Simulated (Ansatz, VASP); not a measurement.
Sb, level by level in two programs

```xyz
1
Lattice="-1.8588 1.8588 1.8588 1.8588 -1.8588 1.8588 1.8588 1.8588 -1.8588" Properties=species:S:1:pos:R:3 pbc="T T T"
Sb    0.0000    0.0000    0.0000
```

Single points on this cell with VASP 6.6.1 and Ansatz 0.2.0. Each row is one pair of runs. Alike in all rows: spin: off; smearing: fermi-dirac, width 0.05 eV.

```tsv
level	k mesh	VASP's potentials, cutoff	Ansatz's potentials, cutoff	gap on the k mesh at the Fermi level (eV), VASP	gap on the k mesh at the Fermi level (eV), Ansatz	pressure (GPa), VASP	pressure (GPa), Ansatz
LDA	10 × 10 × 10	VASP PAW LDA potentials, release 64 (Sb), 520 eV	Ansatz PAW, 420 eV	none	none	0.3	0.1
r2SCAN	10 × 10 × 10	VASP PAW PBE potentials, release 64 (Sb), 520 eV	Ansatz PAW, 500 eV	none	none	3.9	4.0
PBE0	6 × 6 × 6	VASP PAW PBE potentials, release 64 (Sb_d_GW), 400 eV	Ansatz PAW, 420 eV	none	none	2.0	2.6
HSE06	6 × 6 × 6	VASP PAW PBE potentials, release 64 (Sb_d_GW), 400 eV	Ansatz PAW, 420 eV	none	none	2.4	2.9
```

Pressure (GPa): the two programs differ by at most 0.57.

VASP's potentials hold 5 valence electrons a cell and Ansatz's 15 in some rows, so a difference there can come from the potentials and not from the codes.

A gap of «none» marks a metal or a gap that the smearing closes.

The k mesh is coarse in some rows, so the values compare programs but aren't converged. Neither program's run includes spin-orbit coupling.
